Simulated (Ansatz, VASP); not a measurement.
# One calculation of Ca, two programs

```
Ca
1.0
     0.00000    2.81271    2.81271
     2.81271    0.00000    2.81271
     2.81271    2.81271    0.00000
Ca
1
Direct
  0.00000 0.00000 0.00000
```

Alike in both runs: task single point; functional r2SCAN; k mesh 8 × 8 × 8; occupations fermi-dirac, width 0.05 eV; no spin polarisation.

|  | VASP | Ansatz |
| --- | --- | --- |
| version | VASP 6.6.1 | Ansatz 0.2.0 |
| potentials or method | VASP PAW PBE potentials, release 64 (Ca_sv) | Ansatz PAW |
| plane-wave cutoff (eV) | 520 | 500 |
| valence electrons in the cell | 10 | 10 |

|  | VASP | Ansatz | Ansatz less VASP |
| --- | --- | --- | --- |
| gap on the k mesh at the Fermi level (eV) | none | none | - |
| pressure (GPa) | -0.5 | -0.5 | -0.04 |

VASP's potentials were made for PBE, not for r2SCAN. A gap of «none» marks a metal or a gap that the smearing closes. With one functional, cell and mesh, what is left measures potentials, basis and numerics.
